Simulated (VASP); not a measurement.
Wanted: the native input for a VASP 6.6.1 run.

| Property | Result |
| --- | --- |
| Task | single point |
| Functional | PBEsol |
| Potentials or basis | VASP PAW PBE potentials, release 64 (Sr_sv, O) |
| Cutoff | 520 eV |
| k mesh | 8 × 8 × 10 |
| Occupations | gaussian, width 0.05 eV |
| Spin | no spin polarisation |
| Dipole correction | no |
| Further INCAR settings | ALGO = Normal; EDIFF = 1e-07; NBANDS = 24 |

The structure of SrO lies in POSCAR:

```
SrO
1.0
    4.4092157018      0.0000000000      0.0000000000
    0.0000000000      4.4092157018      0.0000000000
    0.0000000000      0.0000000000      3.4518590151
Sr O
2 2
Direct
    0.5000000000      0.0000000000      0.2916734349
    0.0000000000      0.5000000000      0.7083265651
    0.0000000000      0.0000000000      0.0000000000
    0.5000000000      0.5000000000      0.0000000000
```

This cell differs from its parent crystal: volume scaled by 1.020.

These files were run (other wordings do the same):

INCAR

```
SYSTEM = SrO
PREC     = Accurate       ! precision mode
ENCUT    = 520            ! plane-wave cutoff, eV
EDIFF    = 1E-7           ! SCF threshold, eV
ISMEAR   = 0              ! smearing method
SIGMA    = 0.05           ! smearing width, eV
LREAL    = .False.        ! projectors in reciprocal space
LASPH    = .True.         ! aspherical terms in the spheres
NELM     = 60             ! most SCF steps
ALGO     = Normal         ! electronic algorithm
ISIF     = 2              ! what is computed and relaxed
LWAVE    = .False.        ! write WAVECAR
LCHARG   = .True.         ! write CHGCAR
GGA      = PS             ! functional
LELF     = .True.         ! ELF
LVHAR    = .True.       
NBANDS   = 24             ! bands
```

KPOINTS

```
Automatic mesh
0
Gamma
  8 8 10
  0 0 0
```

Potentials or basis: VASP PAW PBE potentials, release 64 (Sr_sv, O).

Launch:

```console
$ cat potpaw_PBE.64/Sr_sv/POTCAR potpaw_PBE.64/O/POTCAR > POTCAR
$ mpirun -np 1 vasp_std > vasp.out
```

Results of the run:

| Property | Result |
| --- | --- |
| Pressure | 0.1 GPa |
| Largest force | 0.075 eV/Å |
| Band gap on the k mesh | 2.96 eV, indirect (least direct gap 3.02 eV) |

Caveat: the PAW data sets were made with another functional, which shifts forces and pressure a little.

It took 66 s on 1 thread of Intel(R) Xeon(R) 6975P-C (Granite Rapids), with other jobs on the host, peak memory 0.27 GiB.
